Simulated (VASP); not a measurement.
# C8N in VASP: relaxation of the atoms with PBEsol

Aim: the relaxation of the atoms of C8N with PBEsol.

Everything below comes from runs of VASP 6.6.1. Logs are shortened: lines on timing, memory, paths and dates and some standing lists are left out, and cuts for length are marked.

## 1. The cell of the first run

The cell holds a wire or tube with vacuum around it, 9 atoms: a = 2.459 Å, b = 8.870 Å, c = 25.886 Å, α = 90.00°, β = 90.00°, γ = 97.97°.

## 2. Relaxation of the atoms, PBEsol

INCAR

```
  ALGO = Normal
  DIPOL = 0.5 0.5 0.480
  EDIFF = 1E-7
  EDIFFG = -0.03
  ENCUT = 520
  GGA = PS
  GGA_COMPAT = False
  IBRION = 2
  IDIPOL = 3
  ISIF = 2
  ISMEAR = 0
  ISYM = 0
  KPAR = 4
  LASPH = True
  LCHARG = False
  LDIPOL = True
  LREAL = False
  LWAVE = False
  NELM = 120
  NELMDL = -8
  NELMIN = 4
  NSW = 90
  PREC = Accurate
  SIGMA = 0.1
```

KPOINTS

```
k-points
0
Gamma
  12 4 1
```

POSCAR

```
C8N
1.0
    2.4588140226      0.0000000000      0.0000000000
   -1.2294070113      8.7848638378      0.0000000000
    0.0000000000      0.0000000000     25.8863084286
C N
8 1
Selective dynamics
Direct
    0.0391697950      0.0783395899      0.3283589092  F F F
    0.5489622436      0.0979244873      0.3549610354  F F F
    0.5685471411      0.1370942823      0.4081652878  F F F
    0.0783395899      0.1566791797      0.4347674139  F F F
    0.0983391784      0.1966795992      0.4884477305  T T T
    0.6080959280      0.2161930128      0.5144630883  T T T
    0.6288531669      0.2577115765      0.5695621447  T T T
    0.1376153453      0.2752363902      0.5927073673  T T T
    0.6288531669      0.2577115765      0.6267021721  T T T
```

Potentials or basis: VASP PAW PBE potentials, release 64 (C, N).

Command:

```sh
$ cat potpaw_PBE.64/C/POTCAR potpaw_PBE.64/N/POTCAR > POTCAR
$ mpirun -np 4 vasp_std > vasp.out
```

OUTCAR:

```text
EDIFF = 1E-7
   EDIFFG = -0.03
   ENCUT = 520
   GGA = PS
   IBRION = 2
   ISIF = 2
   ISMEAR = 0
   ISYM = 0
   LASPH = True
   LREAL = False
   NELM = 120
   NELMDL = -8
   NELMIN = 4
   NSW = 90
   PREC = Accurate

 ion  position               nearest neighbor table
   1  0.039  0.078  0.328-   2 1.42   2 1.42
   2  0.549  0.098  0.355-   1 1.42   1 1.42   3 1.42
   3  0.569  0.137  0.408-   4 1.42   4 1.42   2 1.42
   4  0.078  0.157  0.435-   3 1.42   3 1.42   5 1.43
   5  0.098  0.197  0.488-   6 1.41   6 1.41   4 1.43
   6  0.608  0.216  0.514-   5 1.41   5 1.41   7 1.47
   7  0.629  0.258  0.570-   8 1.38   8 1.38   6 1.47   9 1.48
   8  0.138  0.275  0.593-   7 1.38   7 1.38   9 1.52   9 1.52
   9  0.629  0.258  0.627-   7 1.48   8 1.52   8 1.52

IMPORTANT INFORMATION: All symmetrisations will be switched off!
NOSYMM: (Re-)initialisation of all symmetry stuff for point group C_1.

----------------------------------------------------------------------------------------

                                     Primitive cell

  volume of cell :     559.1532

  direct lattice vectors                    reciprocal lattice vectors
     2.458814023  0.000000000  0.000000000     0.406700137  0.056916079  0.000000000
    -1.229407011  8.784863838  0.000000000     0.000000000  0.113832157  0.000000000
     0.000000000  0.000000000 25.886308429     0.000000000  0.000000000  0.038630460

  length of vectors
     2.458814023  8.870472042 25.886308429     0.410663416  0.113832157  0.038630460

  position of ions in fractional coordinates (direct lattice)
     0.039169795  0.078339590  0.328358909
     0.548962244  0.097924487  0.354961035
     0.568547141  0.137094282  0.408165288
     0.078339590  0.156679180  0.434767414
     0.098339178  0.196679599  0.488447730
     0.608095928  0.216193013  0.514463088
     0.628853167  0.257711577  0.569562145
     0.137615345  0.275236390  0.592707367
     0.628853167  0.257711577  0.626702172

  ion indices of the primitive-cell ions
   primitive index   ion index
                 1           1
                 2           2
                 3           3
                 4           4
                 5           5
                 6           6
                 7           7
                 8           8
                 9           9

----------------------------------------------------------------------------------------

 KPOINTS: k-points

Automatic generation of k-mesh.
 Grid dimensions read from file:
 generate k-points for:   12    4    1

 Generating k-lattice:

  Cartesian coordinates                     Fractional coordinates (reciprocal lattice)
     0.033891678  0.004743007  0.000000000     0.083333333 -0.000000000  0.000000000
     0.000000000  0.028458039  0.000000000     0.000000000  0.250000000  0.000000000
     0.000000000  0.000000000  0.038630460     0.000000000  0.000000000  1.000000000

  Length of vectors
     0.034221951  0.028458039  0.038630460

  Shift w.r.t. Gamma in fractional coordinates (k-lattice)
     0.000000000  0.000000000  0.000000000

 -----------------------------------------------------------------------------
|                                                                             |
|           W    W    AA    RRRRR   N    N  II  N    N   GGGG   !!!           |
|           W    W   A  A   R    R  NN   N  II  NN   N  G    G  !!!           |
|           W    W  A    A  R    R  N N  N  II  N N  N  G       !!!           |
|           W WW W  AAAAAA  RRRRR   N  N N  II  N  N N  G  GGG   !            |
|           WW  WW  A    A  R   R   N   NN  II  N   NN  G    G                |
|           W    W  A    A  R    R  N    N  II  N    N   GGGG   !!!           |
|                                                                             |
|     Your reciprocal lattice and k-lattice belong to different lattice       |
|     classes:                                                                |
|                                                                             |
|        The reciprocal lattice is base centered orthorhombic,                |
|        whereas your k-lattice is simple monoclinic.                         |
|                                                                             |
|     Results are often still useful ...                                      |
|                                                                             |
 -----------------------------------------------------------------------------

 WARNING: IBZKPT: internal override: KBLOWUP is changed to .FALSE.
      ... skipping the blow-up phase ...

 Subroutine IBZKPT returns following result:
 ===========================================

 Found     26 irreducible k-points:

 Following reciprocal coordinates:
            Coordinates               Weight
  0.000000  0.000000  0.000000      1.000000
  0.083333  0.000000  0.000000      2.000000
  0.166667  0.000000  0.000000      2.000000
  0.250000  0.000000  0.000000      2.000000
  0.333333 -0.000000  0.000000      2.000000
  0.416667  0.000000  0.000000      2.000000
[... 16 lines left out ...]
  0.250000  0.500000  0.000000      2.000000
  0.333333  0.500000  0.000000      2.000000
 [... further k-points ...]
   k-points           NKPTS =     26   k-points in BZ     NKDIM =     26   number of bands    NBANDS=     23
   number of dos      NEDOS =    301   number of ions     NIONS =      9
   total plane-waves  NPLWV = 246960
   dimension x,y,z NGX =    18 NGY =   70 NGZ =  196
   dimension x,y,z NGXF=    36 NGYF=  140 NGZF=  392
   ions per type =               8   1
   NGX,Y,Z   is equivalent  to a cutoff of  12.17, 13.12, 12.59 a.u.
   NGXF,Y,Z  is equivalent  to a cutoff of  24.34, 26.24, 25.17 a.u.
 SYSTEM =  unknown system
   PREC   = accura    normal or accurate (medium, high low for compatibility)
   ISTART =      0    job   : 0-new  1-cont  2-samecut
   ICHARG =      2    charge: 1-file 2-atom 10-const
   ISPIN  =      1    spin polarized calculation?
   LNONCOLLINEAR =      F non collinear calculations
   LSORBIT =      F    spin-orbit coupling
   LASPH  =      T    aspherical Exc in radial PAW
   ENCUT  =  520.0 eV  38.22 Ry    6.18 a.u.   4.57 16.49 48.13*2*pi/ulx,y,z
   NELM   =    120;   NELMIN=  4; NELMDL= -8     # of ELM steps
   EDIFF  = 0.1E-06   stopping-criterion for ELM
   LREAL  =      F    real-space projection
   EDIFFG = -.3E-01   stopping-criterion for IOM
   NSW    =     90    number of steps for IOM
   IBRION =      2    ionic relax: 0-MD 1-quasi-New 2-CG
   NFREE  =      1    steps in history (QN), initial steepest desc. (CG)
   ISIF   =      2    stress and relaxation
   ISYM   =      0    0-nonsym 1-usesym 2-fastsym
   POTIM  = 0.5000    time-step for ionic-motion
   TEBEG  =    0.0;   TEEND  =   0.0 temperature during run
   PSTRESS=    0.0 pullay stress
   NELECT =      37.0000    total number of electrons
   NUPDOWN=      -1.0000    fix difference up-down
   EMIN   =  10.00;   EMAX   =-10.00  energy-range for DOS
   EFERMI =   0.00;   METHOD = LEGACY
   ISMEAR =     0;   SIGMA  =   0.10  broadening in eV -4-tet -1-fermi 0-gaus
   EFERMI_NEDOS =   21; number of points for ismear=-14 and -15
   IALGO  =     38    algorithm
   IMIX   =      4    mixing-type and parameters
     AMIX     =   0.40;   BMIX     =  1.00
     AMIX_MAG =   1.60;   BMIX_MAG =  1.00
  volume/ion in A,a.u.               =      62.13       419.26
  Fermi-wavevector in a.u.,A,eV,Ry     =   0.662163  1.251307  5.965614  0.438460
  Thomas-Fermi vector in A             =   1.735148
   LORBIT       =      0    0 simple, 1 ext, 2 COOP (PROOUT), +10 PAW based schemes
   GGA     = PS    functional components
   LHFCALC =     F    Hartree Fock is set to
   AEXX    =    0.0000 exact exchange contribution
   IVDW    =     0    specifies the selected vdW correction
   LEPSILON=     F    determine dielectric tensor
   LRPA    =     F    only Hartree local field effects (RPA)
 conjugate gradient relaxation of ions
 non-spin polarized calculation
 Gauss-broadening in eV      SIGMA  =   0.10
  energy-cutoff  :      520.00
  volume of cell :      559.15
 maximum number of plane-waves:     15156
   NGX =  9   NGY = 33   NGZ = 97

--------------------------------------- Ionic step        1  -------------------------------------------

 number of electron      37.0000001 magnetization

 Free energy of the ion-electron system (eV)
  ---------------------------------------------------
  ext. energy  EPLUGINS =         0.00000000
  ---------------------------------------------------
  free energy    TOTEN  =       -74.27194045 eV

  energy without entropy =      -74.23303994  energy(sigma->0) =      -74.25249020

------------------------ aborting loop because EDIFF is reached ----------------------------------------

  FORCE on cell =-STRESS in cart. coord.  units (eV):
  Direction    XX          YY          ZZ          XY          YZ          ZX
  --------------------------------------------------------------------------------------
  -------------------------------------------------------------------------------------
  Total        1.9137831      0.3060147      8.5405583      0.0000408      0.1219944      0.0001397
  in kB        5.4836845      0.8768433     24.4718052      0.0001169      0.3495582      0.0004002
  external PRESSURE =      10.2774443 kB  Pullay stress =       0.0000000 kB
[... 110 lines left out ...]
  FREE ENERGIE OF THE ION-ELECTRON SYSTEM (eV)
  ---------------------------------------------------
  free  energy   TOTEN  =       -75.2027488498 eV

  energy  without entropy=      -75.1699881740  energy(sigma->0) =      -75.18636851

 dipolmoment           0.000000      0.000000      0.003481 electrons x Angstroem

[... ionic steps 4 to 22 ...]

--------------------------------------- Ionic step       23  -------------------------------------------

 number of electron      36.9999999 magnetization

------------------------ aborting loop because EDIFF is reached ----------------------------------------

  FORCE on cell =-STRESS in cart. coord.  units (eV):
  Direction    XX          YY          ZZ          XY          YZ          ZX
  --------------------------------------------------------------------------------------
  -------------------------------------------------------------------------------------
  Total       -8.6445162     -0.0490880     -0.0531836      0.0000881      0.0186772     -0.0046153
  in kB      -24.7696824     -0.1406550     -0.1523903      0.0002523      0.0535170     -0.0132245
  external PRESSURE =      -8.3542426 kB  Pullay stress =       0.0000000 kB
[... 71 lines left out ...]
  energy  without entropy=      -75.7564035703  energy(sigma->0) =      -75.77322420

--------------------------------------- Ionic step       25  -------------------------------------------

 number of electron      36.9999999 magnetization

 dipolmoment           0.000000      0.000000     -0.041942 electrons x Angstroem

 Free energy of the ion-electron system (eV)
  ---------------------------------------------------
  ext. energy  EPLUGINS =         0.00000000
  ---------------------------------------------------
  free energy    TOTEN  =       -75.79014086 eV

  energy without entropy =      -75.75679737  energy(sigma->0) =      -75.77346912

 E-fermi :  -4.2508     XC(G=0):  -2.1335

 val. band max:       -4.3051172187   @ k =   0.2500   0.5000   0.0000
 cond. band min:      -4.2169348524   @ k =   0.1667   0.0000   0.0000
 fundamental gap:      0.0881823662
 Fermi energy:        -4.2508305274

 k-point     1 :       0.0000    0.0000    0.0000
  band No.  band energies     occupation
      1     -25.4864      2.00000
      2     -23.2019      2.00000
      3     -21.9062      2.00000
      4     -19.9174      2.00000
      5     -17.6809      2.00000
      6     -15.0139      2.00000
[... 613 lines left out ...]
     22      -1.5186      0.00000
     23       0.2028      0.00000

 [... further k-points ...]

------------------------ aborting loop because EDIFF is reached ----------------------------------------

 vacuum level on the upper side and lower side of the slab       (xc-potential included)        -0.183         0.136

  FORCE on cell =-STRESS in cart. coord.  units (eV):
  Direction    XX          YY          ZZ          XY          YZ          ZX
  --------------------------------------------------------------------------------------
  -------------------------------------------------------------------------------------
  Total       -8.6504946     -0.0507891     -0.0481788      0.0001105      0.0097601     -0.0089888
  in kB      -24.7868126     -0.1455293     -0.1380497      0.0003168      0.0279663     -0.0257562
  external PRESSURE =      -8.3567972 kB  Pullay stress =       0.0000000 kB

 VOLUME and BASIS-vectors are now :
 -----------------------------------------------------------------------------
  energy-cutoff  :      520.00
  volume of cell :      559.15
      direct lattice vectors                 reciprocal lattice vectors
     2.458814023  0.000000000  0.000000000     0.406700137  0.056916079  0.000000000
    -1.229407011  8.784863838  0.000000000     0.000000000  0.113832157  0.000000000
     0.000000000  0.000000000 25.886308429     0.000000000  0.000000000  0.038630460
[... 15 lines left out ...]
  FREE ENERGIE OF THE ION-ELECTRON SYSTEM (eV)
  ---------------------------------------------------
  free  energy   TOTEN  =       -75.7901408600 eV

  energy  without entropy=      -75.7567973739  energy(sigma->0) =      -75.77346912

 reached required accuracy - stopping structural energy minimisation

 vacuum level on the upper side and lower side of the slab         1.445         1.779
```

Wall time 69 min (4 MPI ranks of Intel Xeon Platinum 8488C (Sapphire Rapids), shared host); peak memory 0.77 GiB.

What came out:

- Free energy: -75.7901 eV
- Band gap on the k mesh: zero (an odd number of electrons rules out a gap without spin polarisation)

Final structure:
```cif
data_structure
_symmetry_space_group_name_H-M 'P 1'
_symmetry_Int_Tables_number 1
_cell_length_a 2.4588
_cell_length_b 8.8705
_cell_length_c 25.8863
_cell_angle_alpha 90.000
_cell_angle_beta 90.000
_cell_angle_gamma 97.967
_cell_volume 559.15
loop_
_atom_site_label
_atom_site_type_symbol
_atom_site_fract_x
_atom_site_fract_y
_atom_site_fract_z
_atom_site_occupancy
C1 C 0.03917 0.07834 0.32836 1
C2 C 0.54896 0.09792 0.35496 1
C3 C 0.56855 0.13709 0.40817 1
C4 C 0.07834 0.15668 0.43477 1
C5 C 0.09712 0.19423 0.48801 1
C6 C 0.60772 0.21544 0.51478 1
C7 C 0.63549 0.27069 0.56510 1
C8 C 0.13642 0.27302 0.60260 1
N1 N 0.63010 0.26034 0.63513 1
```

Caveat: the PAW data sets were made with another functional, which shifts forces and pressure a little.
